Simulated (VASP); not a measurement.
# BaO (Fm-3m) in VASP: single point with PBEsol

Aim: the single point of BaO with PBEsol.

Program: VASP 6.6.1. These are calculated values, not measurements. Logs are shortened: lines on timing, memory, paths and dates and some standing lists are left out, and cuts for length are marked.

**1. The cell of the first run**

It takes space group Fm-3m (No. 225, cubic). The conventional cell has a = 5.490 Å, b = 5.490 Å, c = 5.490 Å, α = 90.00°, β = 90.00°, γ = 90.00°. Within 3.6 Å of Ba (site symmetry m-3m) lie 6 O at 2.75 Å. Within 3.6 Å of O (site symmetry m-3m) lie 6 Ba at 2.75 Å.

**2. Single point, PBEsol**

Contents of INCAR:

```
SYSTEM = BaO
ALGO = Normal ; EDIFF = 1E-6
ENCUT = 1340 ; GGA = PS
GGA_COMPAT = .FALSE. ; ISIF = 2
ISMEAR = 0 ; LASPH = .TRUE.
LCHARG = .FALSE. ; LREAL = .FALSE.
LWAVE = .FALSE. ; NBANDS = 15
NELM = 120 ; PREC = Accurate
SIGMA = 0.02
```

Contents of KPOINTS:

```
k-points
0
G
  8 8 8
  0 0 0
```

Contents of POSCAR:

```
BaO
1.0
    0.0000000000      2.7451854820      2.7451854820
    2.7451854820      0.0000000000      2.7451854820
    2.7451854820      2.7451854820      0.0000000000
Ba O
1 1
Direct
    0.0000000000      0.0000000000      0.0000000000
    0.5000000000      0.5000000000      0.5000000000
```

Potentials or basis: VASP PAW PBE potentials, release 64 (Ba_sv, O_h).

Run with:

```
$ cat potpaw_PBE.64/Ba_sv/POTCAR potpaw_PBE.64/O_h/POTCAR > POTCAR
$ mpirun -np 1 vasp_std > vasp.out
```

OUTCAR:

```text
SYSTEM = BaO
   EDIFF = 1E-6
   ENCUT = 1340
   GGA = PS
   ISIF = 2
   ISMEAR = 0
   LASPH = .TRUE.
   LREAL = .FALSE.
   NELM = 120
   PREC = Accurate

 ion  position               nearest neighbor table
   1  0.000  0.000  0.000-   2 2.75   2 2.75   2 2.75   2 2.75   2 2.75   2 2.75
   2  0.500  0.500  0.500-   1 2.75   1 2.75   1 2.75   1 2.75   1 2.75   1 2.75

  LATTYP: Found a face centered cubic cell.
 ALAT       =     5.4903709640

  Lattice vectors:

 A1 = (   0.0000000000,   2.7451854820,   2.7451854820)
 A2 = (   2.7451854820,   0.0000000000,   2.7451854820)
 A3 = (   2.7451854820,   2.7451854820,   0.0000000000)

Analysis of symmetry for initial positions (statically):
=====================================================================
 Subroutine PRICEL returns:
 Original cell was already a primitive cell.

 Routine SETGRP: Setting up the symmetry group for a
 face centered cubic supercell.

 Subroutine GETGRP returns: Found 48 space group operations
 (whereof 48 operations were pure point group operations)
 out of a pool of 48 trial point group operations.

The static configuration has the point symmetry O_h .

Analysis of symmetry for dynamics (positions and initial velocities):
=====================================================================
 Subroutine PRICEL returns:
 Original cell was already a primitive cell.

 Routine SETGRP: Setting up the symmetry group for a
 face centered cubic supercell.

 Subroutine GETGRP returns: Found 48 space group operations
 (whereof 48 operations were pure point group operations)
 out of a pool of 48 trial point group operations.

The dynamic configuration has the point symmetry O_h .

 Subroutine INISYM returns: Found 48 space group operations
 (whereof 48 operations are pure point group operations),
 and found     1 'primitive' translations

----------------------------------------------------------------------------------------

                                     Primitive cell

  volume of cell :      41.3757

  direct lattice vectors                    reciprocal lattice vectors
     0.000000000  2.745185482  2.745185482    -0.182137055  0.182137055  0.182137055
     2.745185482  0.000000000  2.745185482     0.182137055 -0.182137055  0.182137055
     2.745185482  2.745185482  0.000000000     0.182137055  0.182137055 -0.182137055

  length of vectors
     3.882278540  3.882278540  3.882278540     0.315470634  0.315470634  0.315470634

  position of ions in fractional coordinates (direct lattice)
     0.000000000  0.000000000  0.000000000
     0.500000000  0.500000000  0.500000000

  ion indices of the primitive-cell ions
   primitive index   ion index
                 1           1
                 2           2

----------------------------------------------------------------------------------------

 KPOINTS: k-points

Automatic generation of k-mesh.
 Grid dimensions read from file:
 generate k-points for:    8    8    8

 Generating k-lattice:

  Cartesian coordinates                     Fractional coordinates (reciprocal lattice)
    -0.022767132  0.022767132  0.022767132     0.125000000  0.000000000  0.000000000
     0.022767132 -0.022767132  0.022767132     0.000000000  0.125000000  0.000000000
     0.022767132  0.022767132 -0.022767132     0.000000000  0.000000000  0.125000000

  Length of vectors
     0.039433829  0.039433829  0.039433829

  Shift w.r.t. Gamma in fractional coordinates (k-lattice)
     0.000000000  0.000000000  0.000000000

 Subroutine IBZKPT returns following result:
 ===========================================

 Found     29 irreducible k-points:

 Following reciprocal coordinates:
            Coordinates               Weight
  0.000000  0.000000  0.000000      1.000000
  0.125000  0.000000  0.000000      8.000000
  0.250000  0.000000  0.000000      8.000000
  0.375000  0.000000  0.000000      8.000000
  0.500000  0.000000  0.000000      4.000000
  0.125000  0.125000  0.000000      6.000000
[... 16 lines left out ...]
  0.500000  0.250000  0.125000     48.000000
 -0.375000  0.250000  0.125000     24.000000
 [... further k-points ...]
   k-points           NKPTS =     29   k-points in BZ     NKDIM =     29   number of bands    NBANDS=     15
   number of dos      NEDOS =    301   number of ions     NIONS =      2
   total plane-waves  NPLWV = 110592
   dimension x,y,z NGX =    48 NGY =   48 NGZ =   48
   dimension x,y,z NGXF=    96 NGYF=   96 NGZF=   96
   ions per type =               1   1
   NGX,Y,Z   is equivalent  to a cutoff of  20.55, 20.55, 20.55 a.u.
   NGXF,Y,Z  is equivalent  to a cutoff of  41.11, 41.11, 41.11 a.u.
 SYSTEM =  BaO
   PREC   = accura    normal or accurate (medium, high low for compatibility)
   ISTART =      0    job   : 0-new  1-cont  2-samecut
   ICHARG =      2    charge: 1-file 2-atom 10-const
   ISPIN  =      1    spin polarized calculation?
   LNONCOLLINEAR =      F non collinear calculations
   LSORBIT =      F    spin-orbit coupling
   LASPH  =      T    aspherical Exc in radial PAW
   ENCUT  = 1340.0 eV  98.49 Ry    9.92 a.u.  11.59 11.59 11.59*2*pi/ulx,y,z
   NELM   =    120;   NELMIN=  2; NELMDL= -5     # of ELM steps
   EDIFF  = 0.1E-05   stopping-criterion for ELM
   LREAL  =      F    real-space projection
[... 7 lines left out ...]
   TEBEG  =    0.0;   TEEND  =   0.0 temperature during run
   PSTRESS=    0.0 pullay stress
   NELECT =      16.0000    total number of electrons
   NUPDOWN=      -1.0000    fix difference up-down
   EMIN   =  10.00;   EMAX   =-10.00  energy-range for DOS
   EFERMI =   0.00;   METHOD = LEGACY
   ISMEAR =     0;   SIGMA  =   0.02  broadening in eV -4-tet -1-fermi 0-gaus
   EFERMI_NEDOS =   21; number of points for ismear=-14 and -15
   IALGO  =     38    algorithm
   IMIX   =      4    mixing-type and parameters
     AMIX     =   0.40;   BMIX     =  1.00
     AMIX_MAG =   1.60;   BMIX_MAG =  1.00
  volume/ion in A,a.u.               =      20.69       139.61
  Fermi-wavevector in a.u.,A,eV,Ry     =   1.192705  2.253886 19.354911  1.422546
  Thomas-Fermi vector in A             =   2.328737
   LORBIT       =      0    0 simple, 1 ext, 2 COOP (PROOUT), +10 PAW based schemes
   GGA     = PS    functional components
   LHFCALC =     F    Hartree Fock is set to
   AEXX    =    0.0000 exact exchange contribution
   IVDW    =     0    specifies the selected vdW correction
   LEPSILON=     F    determine dielectric tensor
   LRPA    =     F    only Hartree local field effects (RPA)
 non-spin polarized calculation
 Gauss-broadening in eV      SIGMA  =   0.02
  energy-cutoff  :     1340.00
  volume of cell :       41.38
 maximum number of plane-waves:      4645
 NGX is ok and might be reduce to    48
   NGX = 23   NGY = 23   NGZ = 23

 number of electron      16.0000000 magnetization

 Free energy of the ion-electron system (eV)
  ---------------------------------------------------
  ext. energy  EPLUGINS =         0.00000000
  ---------------------------------------------------
  free energy    TOTEN  =       -12.39936771 eV

  energy without entropy =      -12.39936771  energy(sigma->0) =      -12.39936771

 E-fermi :   2.2345     XC(G=0):  -9.9805

 val. band max:        2.0818217309   @ k =   0.5000   0.5000   0.0000
 cond. band min:       3.8533376288   @ k =   0.5000   0.5000   0.0000
 fundamental gap:      1.7715158980
 Fermi energy:         2.2345118457

 k-point     1 :       0.0000    0.0000    0.0000
  band No.  band energies     occupation
      1     -23.7689      2.00000
      2     -12.9280      2.00000
      3      -8.2038      2.00000
      4      -8.2038      2.00000
      5      -8.2038      2.00000
      6       1.6554      2.00000
      7       1.6554      2.00000
      8       1.6554      2.00000
      9       5.5571      0.00000
     10       6.6939      0.00000
     11       6.6939      0.00000
     12       6.6939      0.00000
     13       9.0500      0.00000
     14       9.0500      0.00000
     15      11.8487      0.00000

 k-point     2 :       0.1250    0.0000    0.0000
  band No.  band energies     occupation
      1     -23.7278      2.00000
      2     -13.0469      2.00000
      3      -8.2420      2.00000
      4      -8.2234      2.00000
      5      -8.2234      2.00000
      6       1.2992      2.00000
      7       1.4416      2.00000
      8       1.4416      2.00000
      9       6.2112      0.00000
     10       6.5678      0.00000
     11       6.9960      0.00000
     12       6.9960      0.00000
     13       9.4717      0.00000
     14       9.4717      0.00000
     15      12.8555      0.00000

 k-point     3 :       0.2500    0.0000    0.0000
  band No.  band energies     occupation
      1     -23.6258      2.00000
      2     -13.3347      2.00000
      3      -8.3273      2.00000
      4      -8.2695      2.00000
      5      -8.2695      2.00000
      6       0.6386      2.00000
      7       0.9881      2.00000
      8       0.9881      2.00000
      9       6.4558      0.00000
     10       7.8156      0.00000
     11       7.8156      0.00000
     12       7.8533      0.00000
     13      10.5123      0.00000
     14      10.5123      0.00000
     15      15.0330      0.00000

 k-point     4 :       0.3750    0.0000    0.0000
  band No.  band energies     occupation
      1     -23.5197      2.00000
      2     -13.6237      2.00000
      3      -8.4034      2.00000
      4      -8.3139      2.00000
      5      -8.3139      2.00000
      6       0.1105      2.00000
      7       0.5979      2.00000
      8       0.5979      2.00000
      9       6.7521      0.00000
     10       8.8148      0.00000
     11       8.8148      0.00000
     12       9.4944      0.00000
     13      11.8222      0.00000
     14      11.8222      0.00000
     15      16.0628      0.00000
[... 307 lines left out ...]
 k-point    22 :       0.3750    0.2500    0.1250
  band No.  band energies     occupation
      1     -23.5522      2.00000
      2     -13.3787      2.00000
      3      -8.6744      2.00000
      4      -8.4679      2.00000
      5      -8.3577      2.00000
      6       0.5056      2.00000
      7       0.9693      2.00000
      8       1.6201      2.00000
      9       5.5742      0.00000
     10       7.7650      0.00000
     11       8.7306      0.00000
     12       9.1105      0.00000
     13      10.7912      0.00000
     14      11.5193      0.00000
     15      16.5381      0.00000

 k-point    23 :       0.5000    0.2500    0.1250
  band No.  band energies     occupation
      1     -23.4684      2.00000
      2     -13.5081      2.00000
      3      -8.8767      2.00000
      4      -8.7273      2.00000
      5      -8.3295      2.00000
      6       0.5124      2.00000
      7       0.7839      2.00000
      8       1.4563      2.00000
      9       6.1057      0.00000
     10       8.0549      0.00000
     11       9.5190      0.00000
     12       9.6536      0.00000
     13      11.7451      0.00000
     14      13.2074      0.00000
     15      14.9262      0.00000

 k-point    24 :      -0.3750    0.2500    0.1250
  band No.  band energies     occupation
      1     -23.4329      2.00000
      2     -13.5630      2.00000
      3      -8.8970      2.00000
      4      -8.8921      2.00000
      5      -8.3188      2.00000
      6       0.3979      2.00000
      7       1.0639      2.00000
      8       1.1285      2.00000
      9       6.8666      0.00000
     10       7.4830      0.00000
     11      10.0262      0.00000
     12      10.0444      0.00000
     13      12.3419      0.00000
     14      13.9528      0.00000
     15      14.3008      0.00000

 [... further k-points ...]

------------------------ aborting loop because EDIFF is reached ----------------------------------------

  FORCE on cell =-STRESS in cart. coord.  units (eV):
  Direction    XX          YY          ZZ          XY          YZ          ZX
  --------------------------------------------------------------------------------------
  -------------------------------------------------------------------------------------
  Total        0.4722270      0.4722270      0.4722270      0.0000000      0.0000000      0.0000000
  in kB       18.2858990     18.2858990     18.2858990      0.0000000      0.0000000      0.0000000
  external PRESSURE =      18.2858990 kB  Pullay stress =       0.0000000 kB

 VOLUME and BASIS-vectors are now :
 -----------------------------------------------------------------------------
  energy-cutoff  :     1340.00
  volume of cell :       41.38
      direct lattice vectors                 reciprocal lattice vectors
     0.000000000  2.745185482  2.745185482    -0.182137055  0.182137055  0.182137055
     2.745185482  0.000000000  2.745185482     0.182137055 -0.182137055  0.182137055
     2.745185482  2.745185482  0.000000000     0.182137055  0.182137055 -0.182137055

 POSITION                                       TOTAL-FORCE (eV/Angst)
 -----------------------------------------------------------------------------------
      0.00000      0.00000      0.00000        -0.000000     -0.000000     -0.000000
      2.74519      2.74519      2.74519         0.000000      0.000000      0.000000
 -----------------------------------------------------------------------------------
    total drift:                               -0.000000     -0.000000     -0.000000

  FREE ENERGIE OF THE ION-ELECTRON SYSTEM (eV)
  ---------------------------------------------------
  free  energy   TOTEN  =       -12.3993677070 eV

  energy  without entropy=      -12.3993677070  energy(sigma->0) =      -12.39936771
```

Run time: 39 s. Hardware: 1 thread of Intel Xeon 6975P-C (Granite Rapids), shared host; peak memory 0.35 GiB.

Results:

```
Free energy            : -12.3994 eV
Pressure               : 1.8 GPa
Band gap on the k mesh : 1.77 eV
```

Caveat: the PAW data sets were made with another functional, which shifts forces and pressure a little; spin-orbit coupling is left out, which moves the levels of the heavy elements.
